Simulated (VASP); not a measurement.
Wanted: the native input for a VASP 6.6.1 run.

| Property | Result |
| --- | --- |
| Task | dielectric tensor |
| Functional | r2SCAN |
| Potentials or basis | VASP PAW PBE potentials, release 64 (Ga_d, N) |
| Cutoff | 520 eV |
| k mesh | 8 × 8 × 8 |
| Occupations | gaussian, width 0.01 eV |
| Spin | no spin polarisation |
| Dipole correction | no |
| Further INCAR settings | ALGO = Normal; EDIFF = 1e-08 |

The structure of GaN lies in POSCAR:

```
GaN
1.0
    0.0000000000      2.1589944395      2.1589944395
    2.1589944395      0.0000000000      2.1589944395
    2.1589944395      2.1589944395      0.0000000000
Ga N
1 1
Direct
    0.0000000000      0.0000000000      0.0000000000
    0.2500000000      0.2500000000      0.2500000000
```

This cell differs from its parent crystal: strain -4.0%.

One way to write it, as run:

INCAR

```
SYSTEM = GaN
PREC = Accurate ; ENCUT = 520
EDIFF = 1E-8 ; ISMEAR = 0
SIGMA = 0.01 ; LREAL = .False.
LASPH = .True. ; NELM = 80
ALGO = Normal ; ISIF = 2
LWAVE = .False. ; LCHARG = .False.
METAGGA = R2SCAN ; LMIXTAU = .True.
LCALCEPS = .True.
```

KPOINTS

```
regular mesh
0
Gamma
  8 8 8
  0 0 0
```

Potentials or basis: VASP PAW PBE potentials, release 64 (Ga_d, N).

Run with:

```console
$ cat potpaw_PBE.64/Ga_d/POTCAR potpaw_PBE.64/N/POTCAR > POTCAR
$ mpirun -np 1 vasp_std > vasp.out
```

It gave:

```json
{
 "Band gap on the k mesh": "2.97 eV",
 "Electronic dielectric tensor (diagonal)": "4.97",
 "Born charges (mean of the diagonal)": "Ga +2.60; N -2.60 e"
}
```

Caveat: the cell differs from its parent crystal (strain -4.0%).

It took 26 min on 1 thread of Intel(R) Xeon(R) Platinum 8375C CPU @ 2.90GHz (Ice Lake), with other jobs on the host, peak memory 0.31 GiB.
